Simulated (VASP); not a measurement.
# Li4Nb4O11 (a cell with a defect) in VASP: notebook

Li4Nb4O11 (a cell with a defect) is run at these levels: PBE; tasks: single point.

All numbers are computed with VASP 6.6.1; they aren't measurements. Logs are shortened: lines on timing, memory, paths and dates and some standing lists are left out, and cuts for length are marked.

## (1) The cell of the first run

The cell holds a defect, 19 atoms: a = 5.223 Å, b = 5.499 Å, c = 7.584 Å, α = 94.07°, β = 90.00°, γ = 90.00°.

## (2) Single point, PBE (atom 18 moved 0.000 of the way to it and +0.525 Å across, host rigid)

INCAR reads:

```
SYSTEM = Li4Nb4O11
PREC     = Accurate       ! precision mode
ENCUT    = 520            ! plane-wave cutoff, eV
EDIFF    = 1E-6           ! SCF threshold, eV
ISMEAR   = 0              ! smearing method
SIGMA    = 0.05           ! smearing width, eV
LREAL    = Auto         
LASPH    = .True.         ! aspherical terms in the spheres
NELM     = 80             ! most SCF steps
ALGO     = Normal         ! electronic algorithm
ISIF     = 2              ! what is computed and relaxed
LWAVE    = .False.        ! write WAVECAR
LCHARG   = .True.         ! write CHGCAR
GGA      = PE             ! functional
LELF     = .True.         ! ELF
LVHAR    = .True.       
NELECT   = 128.0        
NBANDS   = 80             ! bands
```

KPOINTS reads:

```
regular mesh
0
Gamma
  4 4 4
  0 0 0
```

POSCAR reads:

```
Li4Nb4O11
1.0
    5.2231019317      0.0000000000      0.0000000000
    0.0000000000      3.0155593063     -4.5984613597
    0.0000000000      6.0311186126      4.5984613597
Li Nb O
4 4 11
Direct
    0.0000000000      0.5000000000      0.2500000000
    0.5000000000      0.0000000000      0.7500000000
    0.0000000000      0.5000000000      0.7500000000
    0.5000000000      0.0000000000      0.2500000000
    0.5000000000      0.5000000000      0.5000000000
    0.0000000000      0.0000000000      0.0000000000
    0.0000000000      0.0000000000      0.5000000000
    0.5000000000      0.5000000000      0.0000000000
    0.8803293659      0.0000000000      0.2500000000
    0.3803293659      0.5000000000      0.7500000000
    0.8098353170      0.6901646830      0.9401646830
    0.8098353170      0.3098353170      0.5598353170
    0.3098353170      0.8098353170      0.0598353170
    0.1196706341      0.0000000000      0.7500000000
    0.6196706341      0.5000000000      0.2500000000
    0.6901646830      0.8098353170      0.5598353170
    0.1901646830      0.3098353170      0.0598353170
    0.2881789048      0.6690010669      0.4401646830
    0.6901646830      0.1901646830      0.9401646830
```

Potentials or basis: VASP PAW PBE potentials, release 64 (Li_sv, Nb_sv, O).

Run with:

```bash
$ cat potpaw_PBE.64/Li_sv/POTCAR potpaw_PBE.64/Nb_sv/POTCAR potpaw_PBE.64/O/POTCAR > POTCAR
$ mpirun -np 1 vasp_std > vasp.out
```

OUTCAR:

```text
SYSTEM = Li4Nb4O11
   PREC = Accurate
   ENCUT = 520
   EDIFF = 1E-6
   ISMEAR = 0
   LREAL = Auto
   LASPH = .True.
   NELM = 80
   ISIF = 2
   GGA = PE
   NELECT = 128.0

 ion  position               nearest neighbor table
   1  0.000  0.500  0.250-  15 1.99  17 1.99  18 2.24
   2  0.500  0.000  0.750-  14 1.99  16 1.99  19 1.99
   3  0.000  0.500  0.750-  10 1.99  11 1.99  12 1.99
   4  0.500  0.000  0.250-   9 1.99  13 1.99
   5  0.500  0.500  0.500-  18 1.53  12 2.00  16 2.00  10 2.00  15 2.00
   6  0.000  0.000  0.000-  13 2.00  19 2.00  17 2.00  11 2.00   9 2.00  14 2.00
   7  0.000  0.000  0.500-  16 2.00  12 2.00  14 2.00   9 2.00  18 2.38
   8  0.500  0.500  0.000-  11 2.00  17 2.00  13 2.00  19 2.00  10 2.00  15 2.00
   9  0.880  0.000  0.250-   4 1.99   6 2.00   7 2.00
  10  0.380  0.500  0.750-   3 1.99   5 2.00   8 2.00
  11  0.810  0.690  0.940-   3 1.99   8 2.00   6 2.00
  12  0.810  0.310  0.560-   3 1.99   5 2.00   7 2.00
  13  0.310  0.810  0.060-   4 1.99   6 2.00   8 2.00
  14  0.120  0.000  0.750-   2 1.99   6 2.00   7 2.00
  15  0.620  0.500  0.250-   1 1.99   5 2.00   8 2.00
  16  0.690  0.810  0.560-   2 1.99   7 2.00   5 2.00
  17  0.190  0.310  0.060-   1 1.99   8 2.00   6 2.00
  18  0.288  0.669  0.440-   5 1.53   1 2.24   7 2.38
  19  0.690  0.190  0.940-   2 1.99   6 2.00   8 2.00

  LATTYP: Found a simple monoclinic cell.
 ALAT       =     5.4990403532
 B/A-ratio  =     0.9498206225
 C/A-ratio  =     1.3791878824
 COS(beta)  =    -0.0709408676

  Lattice vectors:

 A1 = (   0.0000000000,   3.0155593063,  -4.5984613597)
 A2 = (  -5.2231019317,   0.0000000000,   0.0000000000)
 A3 = (   0.0000000000,   6.0311186126,   4.5984613597)

Analysis of symmetry for initial positions (statically):
=====================================================================
 Subroutine PRICEL returns:
 Original cell was already a primitive cell.

 Routine SETGRP: Setting up the symmetry group for a
 simple monoclinic supercell.

 Subroutine GETGRP returns: Found  1 space group operations
 (whereof  1 operations were pure point group operations)
 out of a pool of  4 trial point group operations.

The static configuration has the point symmetry C_1 .

Analysis of symmetry for dynamics (positions and initial velocities):
=====================================================================
 Subroutine PRICEL returns:
 Original cell was already a primitive cell.

 Routine SETGRP: Setting up the symmetry group for a
 simple monoclinic supercell.

 Subroutine GETGRP returns: Found  1 space group operations
 (whereof  1 operations were pure point group operations)
 out of a pool of  4 trial point group operations.

The dynamic configuration has the point symmetry C_1 .

 Subroutine INISYM returns: Found  1 space group operations
 (whereof  1 operations are pure point group operations),
 and found     1 'primitive' translations

----------------------------------------------------------------------------------------

                                     Primitive cell

  volume of cell :     217.2852

  direct lattice vectors                    reciprocal lattice vectors
     5.223101932  0.000000000  0.000000000     0.191457110  0.000000000  0.000000000
     0.000000000  3.015559306 -4.598461360     0.000000000  0.110537814 -0.144976029
     0.000000000  6.031118613  4.598461360     0.000000000  0.110537814  0.072488014

  length of vectors
     5.223101932  5.499040353  7.584209820     0.191457110  0.182309235  0.132185932

  position of ions in fractional coordinates (direct lattice)
     0.000000000  0.500000000  0.250000000
     0.500000000  1.000000000  0.750000000
     0.000000000  0.500000000  0.750000000
     0.500000000  1.000000000  0.250000000
     0.500000000  0.500000000  0.500000000
     0.000000000  0.000000000  0.000000000
[... 11 lines left out ...]
     0.288178905  0.669001067  0.440164683
     0.690164683  0.190164683  0.940164683

  ion indices of the primitive-cell ions
   primitive index   ion index
                 1           1
                 2           2
                 3           3
                 4           4
                 5           5
                 6           6
[... 11 lines left out ...]
                18          18
                19          19

----------------------------------------------------------------------------------------

 KPOINTS: regular mesh

Automatic generation of k-mesh.
 Grid dimensions read from file:
 generate k-points for:    4    4    4

 Generating k-lattice:

  Cartesian coordinates                     Fractional coordinates (reciprocal lattice)
     0.047864277  0.000000000  0.000000000     0.250000000  0.000000000  0.000000000
     0.000000000  0.027634453 -0.036244007     0.000000000  0.250000000 -0.000000000
     0.000000000  0.027634453  0.018122004     0.000000000 -0.000000000  0.250000000

  Length of vectors
     0.047864277  0.045577309  0.033046483

  Shift w.r.t. Gamma in fractional coordinates (k-lattice)
     0.000000000  0.000000000  0.000000000

 Subroutine IBZKPT returns following result:
 ===========================================

 Found     36 irreducible k-points:

 Following reciprocal coordinates:
            Coordinates               Weight
  0.000000  0.000000  0.000000      1.000000
  0.250000  0.000000  0.000000      2.000000
  0.500000  0.000000  0.000000      1.000000
  0.000000  0.250000  0.000000      2.000000
  0.250000  0.250000  0.000000      2.000000
  0.250000 -0.250000  0.000000      2.000000
[... 16 lines left out ...]
  0.000000 -0.250000  0.250000      2.000000
  0.250000 -0.250000  0.250000      2.000000
 [... further k-points ...]
   k-points           NKPTS =     36   k-points in BZ     NKDIM =     36   number of bands    NBANDS=     80
   number of dos      NEDOS =    301   number of ions     NIONS =     19
   total plane-waves  NPLWV =  94080
   dimension x,y,z NGX =    40 NGY =   42 NGZ =   56
   dimension x,y,z NGXF=    80 NGYF=   84 NGZF=  112
   ions per type =               4   4  11
   NGX,Y,Z   is equivalent  to a cutoff of  12.73, 12.70, 12.28 a.u.
   NGXF,Y,Z  is equivalent  to a cutoff of  25.46, 25.39, 24.55 a.u.
 SYSTEM =  Li4Nb4O11
   PREC   = accura    normal or accurate (medium, high low for compatibility)
   ISTART =      0    job   : 0-new  1-cont  2-samecut
   ICHARG =      2    charge: 1-file 2-atom 10-const
   ISPIN  =      1    spin polarized calculation?
   LNONCOLLINEAR =      F non collinear calculations
   LSORBIT =      F    spin-orbit coupling
   LASPH  =      T    aspherical Exc in radial PAW
   ENCUT  =  520.0 eV  38.22 Ry    6.18 a.u.   9.71 10.22 14.10*2*pi/ulx,y,z
   NELM   =     80;   NELMIN=  2; NELMDL= -5     # of ELM steps
   EDIFF  = 0.1E-05   stopping-criterion for ELM
   LREAL  =      T    real-space projection
   EDIFFG = 0.1E-04   stopping-criterion for IOM
   NSW    =      0    number of steps for IOM
   IBRION =     -1    ionic relax: 0-MD 1-quasi-New 2-CG
   NFREE  =      0    steps in history (QN), initial steepest desc. (CG)
   ISIF   =      2    stress and relaxation
   ISYM   =      2    0-nonsym 1-usesym 2-fastsym
   POTIM  = 0.5000    time-step for ionic-motion
   TEBEG  =    0.0;   TEEND  =   0.0 temperature during run
   PSTRESS=    0.0 pullay stress
   NELECT =     128.0000    total number of electrons
   NUPDOWN=      -1.0000    fix difference up-down
   EMIN   =  10.00;   EMAX   =-10.00  energy-range for DOS
   EFERMI =   0.00;   METHOD = LEGACY
   ISMEAR =     0;   SIGMA  =   0.05  broadening in eV -4-tet -1-fermi 0-gaus
   EFERMI_NEDOS =   21; number of points for ismear=-14 and -15
   IALGO  =     38    algorithm
   IMIX   =      4    mixing-type and parameters
     AMIX     =   0.40;   BMIX     =  1.00
     AMIX_MAG =   1.60;   BMIX_MAG =  1.00
  volume/ion in A,a.u.               =      11.44        77.17
  Fermi-wavevector in a.u.,A,eV,Ry     =   1.372360  2.593385 25.624837  1.883372
  Thomas-Fermi vector in A             =   2.497974
   LORBIT       =      0    0 simple, 1 ext, 2 COOP (PROOUT), +10 PAW based schemes
   GGA     = PE    functional components
   LHFCALC =     F    Hartree Fock is set to
   AEXX    =    0.0000 exact exchange contribution
   IVDW    =     0    specifies the selected vdW correction
   LEPSILON=     F    determine dielectric tensor
   LRPA    =     F    only Hartree local field effects (RPA)
 non-spin polarized calculation
 Gauss-broadening in eV      SIGMA  =   0.05
  energy-cutoff  :      520.00
  volume of cell :      217.29
 maximum number of plane-waves:      5888
 NGX is ok and might be reduce to    40
   NGX = 19   NGY = 21   NGZ = 29

 number of electron     127.9999974 magnetization

 Free energy of the ion-electron system (eV)
  ---------------------------------------------------
  ext. energy  EPLUGINS =         0.00000000
  ---------------------------------------------------
  free energy    TOTEN  =      -155.90060900 eV

  energy without entropy =     -155.90060900  energy(sigma->0) =     -155.90060900

 E-fermi :   4.2413     XC(G=0): -10.2834

 val. band max:        3.9823501951   @ k =   0.2500   0.0000   0.5000
 cond. band min:       4.5187623682   @ k =   0.0000   0.0000   0.5000
 fundamental gap:      0.5364121731
 Fermi energy:         4.2412517356

 k-point     1 :       0.0000    0.0000    0.0000
  band No.  band energies     occupation
      1     -52.2493      2.00000
      2     -51.1319      2.00000
      3     -50.6291      2.00000
      4     -50.4683      2.00000
      5     -40.1816      2.00000
      6     -39.5361      2.00000
[... 68 lines left out ...]
     75       8.5711      0.00000
     76       8.7416      0.00000

 k-point     2 :       0.2500    0.0000    0.0000
  band No.  band energies     occupation
      1     -52.2492      2.00000
      2     -51.1319      2.00000
      3     -50.6290      2.00000
      4     -50.4683      2.00000
      5     -40.1816      2.00000
      6     -39.5362      2.00000
[... 1730 lines left out ...]
 k-point    24 :       0.2500   -0.2500    0.2500
  band No.  band energies     occupation
      1     -52.2492      2.00000
      2     -51.1319      2.00000
      3     -50.6290      2.00000
      4     -50.4684      2.00000
      5     -40.1816      2.00000
      6     -39.5362      2.00000
[... 68 lines left out ...]
     75       8.4817      0.00000
     76       8.8098      0.00000

 [... further k-points ...]

 [bands above 76 left out]

------------------------ aborting loop because EDIFF is reached ----------------------------------------

  FORCE on cell =-STRESS in cart. coord.  units (eV):
  Direction    XX          YY          ZZ          XY          YZ          ZX
  --------------------------------------------------------------------------------------
  -------------------------------------------------------------------------------------
  Total       -3.7615148    -19.9332462     -8.4969633     -2.7337183     -2.2435031     14.0573633
  in kB      -27.7359586   -146.9800672    -62.6533289    -20.1573842    -16.5427262    103.6535734
  external PRESSURE =     -79.1231182 kB  Pullay stress =       0.0000000 kB

 VOLUME and BASIS-vectors are now :
 -----------------------------------------------------------------------------
  energy-cutoff  :      520.00
  volume of cell :      217.29
      direct lattice vectors                 reciprocal lattice vectors
     5.223101932  0.000000000  0.000000000     0.191457110  0.000000000  0.000000000
     0.000000000  3.015559306 -4.598461360     0.000000000  0.110537814 -0.144976029
     0.000000000  6.031118613  4.598461360     0.000000000  0.110537814  0.072488014

 POSITION                                       TOTAL-FORCE (eV/Angst)
 -----------------------------------------------------------------------------------
      0.00000      3.01556     -1.14962        -0.324515     -0.658316     -0.507392
      2.61155      4.52334      3.44885         0.261630      0.659010      0.570073
      0.00000      6.03112      1.14962        -0.075320      0.526986      0.400993
      2.61155      1.50778      1.14962         0.576628     -1.286365     -0.366375
      2.61155      4.52334      0.00000        12.337338      0.176957      9.355784
      0.00000      0.00000      0.00000        -0.272837     -0.400895     -0.195072
[... 11 lines left out ...]
      1.50519      4.67210     -1.05230       -15.555626      2.383448    -13.039573
      3.60480      6.24370      3.44885         0.315100     -0.029724      0.216062
 -----------------------------------------------------------------------------------
    total drift:                               -0.001972      0.002631     -0.004765

  FREE ENERGIE OF THE ION-ELECTRON SYSTEM (eV)
  ---------------------------------------------------
  free  energy   TOTEN  =      -155.9006089972 eV

  energy  without entropy=     -155.9006089972  energy(sigma->0) =     -155.90060900
```

Wall time 32 min (1 thread of AMD EPYC 7R43 (Zen 3), shared host); peak memory 0.48 GiB.

Results:

```yaml
Free_energy: -155.9006 eV
Largest_force: 20.437 eV/Å
```

Forces in eV/Å, atoms in the order of the input:
```
Li   -0.325  -0.658  -0.507
Li    0.262   0.659   0.570
Li   -0.075   0.527   0.401
Li    0.577  -1.286  -0.366
Nb   12.337   0.177   9.356
Nb   -0.273  -0.401  -0.195
Nb   -5.808   1.654   1.596
Nb    0.423  -0.053  -0.020
O     1.183   1.927   1.620
O    -0.228  -1.379  -0.185
O     0.016   0.223  -0.230
O     3.829  -2.151   2.198
O    -0.169   0.355   0.017
O     0.356  -2.461  -1.790
O     0.440  -0.257   1.247
O     2.768   0.576  -1.331
O    -0.073   0.196   0.444
O   -15.556   2.383 -13.040
O     0.315  -0.030   0.216
```

Caveat: the cell carries a net charge on a neutralising background, which shifts energy and pressure; the cell differs from its parent crystal (atom 18 moved 0.000 of the way to it and +0.525 Å across, host rigid); the cell is charged against a uniform background, so pressure and absolute levels hang on convention; the cutoff is under 1.25 times the usual one of these potentials, so pressure, stress and relaxed cells hold a basis-set (Pulay) error.

## (3) Single point, PBE (atom 18 moved 0.750 of the way to it and +0.175 Å across, host rigid)

INCAR reads:

```
SYSTEM = Li4Nb4O11
PREC = Accurate
ENCUT = 520
EDIFF = 1E-6
ISMEAR = 0
SIGMA = 0.05
LREAL = Auto
LASPH = .TRUE.
NELM = 100
ALGO = Normal
ISIF = 2
LWAVE = .FALSE.
LCHARG = .TRUE.
GGA = PE
LELF = .TRUE.
LVHAR = .TRUE.
NELECT = 128.0
NBANDS = 80
```

KPOINTS reads:

```
Automatic mesh
0
G
  4 4 4
  0 0 0
```

POSCAR, as its differences from that of step 2:

```diff
@@ -25,3 +25,3 @@
     0.1901646830      0.3098353170      0.0598353170
-    0.2881789048      0.6690010669      0.4401646830
+    0.3125890658      1.0581101443      0.4401646830
     0.6901646830      0.1901646830      0.9401646830
```

Potentials or basis: VASP PAW PBE potentials, release 64 (Li_sv, Nb_sv, O).

Run with:

```bash
$ cat potpaw_PBE.64/Li_sv/POTCAR potpaw_PBE.64/Nb_sv/POTCAR potpaw_PBE.64/O/POTCAR > POTCAR
$ mpirun -np 1 vasp_std > vasp.out
```

Wall time 16 min (1 thread of Intel Xeon Platinum 8259CL at 2.50GHz (Skylake/Cascade Lake), shared host); peak memory 0.53 GiB.

It converged, with:

* Free energy: -158.0956 eV
* Largest force: 6.008 eV/Å

Forces in eV/Å, atoms in the order of the input:
```
Li  -0.639 -1.286 -0.558
Li  -0.069  0.380  0.242
Li  -0.291  0.712  0.570
Li   0.705 -1.238 -0.641
Nb   5.702  1.637  0.954
Nb  -0.171 -0.284 -0.044
Nb  -4.500  2.602 -1.260
Nb   0.249 -0.127 -0.176
O    0.100  0.815  1.265
O   -0.377 -2.767 -1.970
O   -0.302 -0.008  0.198
O   -0.905  0.025 -1.175
O    0.026 -0.157  0.409
O   -0.336 -1.055 -0.173
O   -1.197  2.099  1.731
O   -1.501 -2.468  2.659
O    0.134  0.443  0.016
O    3.457  0.428 -1.740
O   -0.086  0.247 -0.309
```

Levels at points of the mesh, in eV from the Fermi level:
| k point | band 60 | band 61 | band 62 | band 63 | band 64 | band 65 | band 66 | band 67 | band 68 | band 69 |
| --- | --- | --- | --- | --- | --- | --- | --- | --- | --- | --- |
| (0.00, 0.00, 0.00) | -1.00 | -0.95 | -0.46 | -0.43 | -0.35 | 0.43 | 1.00 | 1.39 | 1.62 | 2.31 |
| (0.50, 0.00, 0.00) | -1.15 | -0.96 | -0.88 | -0.42 | -0.33 | 0.52 | 1.44 | 1.69 | 1.99 | 2.35 |
| (0.00, 0.50, 0.00) | -1.17 | -1.02 | -0.88 | -0.43 | -0.41 | 0.99 | 1.47 | 1.65 | 1.91 | 2.43 |
| (0.50, 0.50, 0.00) | -1.13 | -0.96 | -0.93 | -0.88 | -0.86 | 0.47 | 1.27 | 1.40 | 1.56 | 2.28 |
| (0.00, 0.00, 0.50) | -1.02 | -0.93 | -0.43 | -0.39 | -0.29 | 0.40 | 0.98 | 1.86 | 2.14 | 2.44 |
| (0.50, 0.00, 0.50) | -0.87 | -0.74 | -0.66 | -0.41 | -0.33 | 0.49 | 1.67 | 1.90 | 2.16 | 2.57 |
| (0.00, 0.50, 0.50) | -0.89 | -0.78 | -0.71 | -0.42 | -0.40 | 1.06 | 1.39 | 1.91 | 2.12 | 2.77 |
| (0.50, 0.50, 0.50) | -1.20 | -0.99 | -0.95 | -0.90 | -0.81 | 0.45 | 1.32 | 1.87 | 2.12 | 2.85 |

Caveat: the cell carries a net charge on a neutralising background, which shifts energy and pressure; the cell differs from its parent crystal (atom 18 moved 0.750 of the way to it and +0.175 Å across, host rigid); the cell is charged against a uniform background, so pressure and absolute levels hang on convention; the cutoff is under 1.25 times the usual one of these potentials, so pressure, stress and relaxed cells hold a basis-set (Pulay) error.
